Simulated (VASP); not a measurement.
A run of VASP 6.6.1 is set up as follows.

File INCAR:

```
SYSTEM = GeSbTe3
ALGO     = Normal         ! electronic algorithm
EDIFF    = 1E-7           ! SCF threshold, eV
ENCUT    = 520            ! plane-wave cutoff, eV
GGA      = PE             ! functional
ISIF     = 2              ! what is computed and relaxed
ISMEAR   = 0              ! smearing method
LASPH    = .TRUE.         ! aspherical terms in the spheres
LCHARG   = .FALSE.        ! write CHGCAR
LREAL    = .FALSE.        ! projectors in reciprocal space
LWAVE    = .FALSE.        ! write WAVECAR
NBANDS   = 26             ! bands
NELM     = 80             ! most SCF steps
PREC     = Accurate       ! precision mode
SIGMA    = 0.1            ! smearing width, eV
```

KPOINTS

```
k-points
0
G
  6 6 4
  0 0 0
```

Contents of POSCAR:

```
GeSbTe3
1.0
    5.0713687800      0.0000000000      0.0000000000
   -2.5356843900      4.3919341900      0.0000000000
    0.0000000000      0.0000000000      6.2608342000
Ge Sb Te
1 1 3
Direct
    0.6666666700      0.3333333300      0.0000000000
    0.3333333300      0.6666666700      0.5000000000
    0.0000000000      0.0000000000      0.7552470000
    0.0000000000      0.0000000000      0.2447530000
    0.6666666700      0.3333333300      0.5000000000
```

Potentials or basis: VASP PAW PBE potentials, release 64 (Ge_d, Sb, Te).

Launch:

```console
$ cat potpaw_PBE.64/Ge_d/POTCAR potpaw_PBE.64/Sb/POTCAR potpaw_PBE.64/Te/POTCAR > POTCAR
$ mpirun -np 1 vasp_std > vasp.out
```

Question: Predict the largest force.

Answer: 1.081 eV/Å.

Question: Estimate the pressure.

Answer: 6.2 GPa.

Stress tensor (GPa, compression positive):
```
7.06 0.00 0.00
0.00 7.06 0.00
0.00 0.00 4.54
```

Caveat: the cell stands under pressure; an odd number of electrons without spin polarisation forces a metal; a magnetic or distorted state may lie lower.
